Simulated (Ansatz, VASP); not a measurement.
# Two plane-wave programs on TiGePd3

```
Ti Ge Pd
1.0
     4.94664    0.00000    0.00000
     0.00000    4.94664    0.00000
     0.00000    0.00000    4.72139
Ti Ge Pd
1 1 3
Direct
  0.00000 0.00000 0.50000
  0.50000 0.50000 0.50000
  0.00000 0.50000 0.50000
  0.50000 0.00000 0.50000
  0.50000 0.50000 0.00000
```

Alike in both runs: functional PBE; k mesh 4 × 4 × 4; occupations gaussian, width 0.1 eV; no spin polarisation.

Ansatz relaxed the structure, and its values are those at the end. VASP's run is a single point on that final structure, the one shown.

|  | VASP | Ansatz |
| --- | --- | --- |
| version | VASP 6.6.1 | Ansatz 0.2.0 |
| potentials or method | VASP PAW PBE potentials, release 64 (Ti_sv, Ge_d, Pd), cutoff 520 eV | scalar-relativistic, plane waves, PAW |
| valence electrons in the cell | 56 | 80 |

|  | VASP | Ansatz | Ansatz less VASP |
| --- | --- | --- | --- |
| gap on the k mesh at the Fermi level (eV) | none | none | - |
| pressure (GPa) | 0.1 | 0.0 | -0.09 |

A gap of «none» marks a metal or a gap that the smearing closes. VASP's potentials hold 56 valence electrons a cell and Ansatz's 80, so a difference there can come from the potentials and not from the codes.
